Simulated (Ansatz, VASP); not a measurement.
# HfN: VASP beside Ansatz

```xyz
2
Lattice="0.0000 2.2285 2.2285 2.2285 0.0000 2.2285 2.2285 2.2285 0.0000" Properties=species:S:1:pos:R:3 pbc="T T T"
Hf    0.0000    0.0000    0.0000
N     2.2285    2.2285    2.2285
```

Change from the starting cell: volume scaled by 0.96.

Alike in both runs: task single point; functional PBE; k mesh 10 × 10 × 10; occupations fermi-dirac, width 0.03 eV; no spin polarisation.

|  | VASP | Ansatz |
| --- | --- | --- |
| version | VASP 6.6.1 | Ansatz 0.2.0 |
| potentials or method | VASP PAW PBE potentials, release 64 (Hf_pv, N), cutoff 520 eV | all-electron LAPW, scalar-relativistic |

|  | VASP | Ansatz | Ansatz less VASP |
| --- | --- | --- | --- |
| pressure (GPa) | 15.7 | 18.2 | +2.55 |

Ansatz ran all-electron here, and VASP with PAW potentials.

Spin-orbit coupling is off throughout.
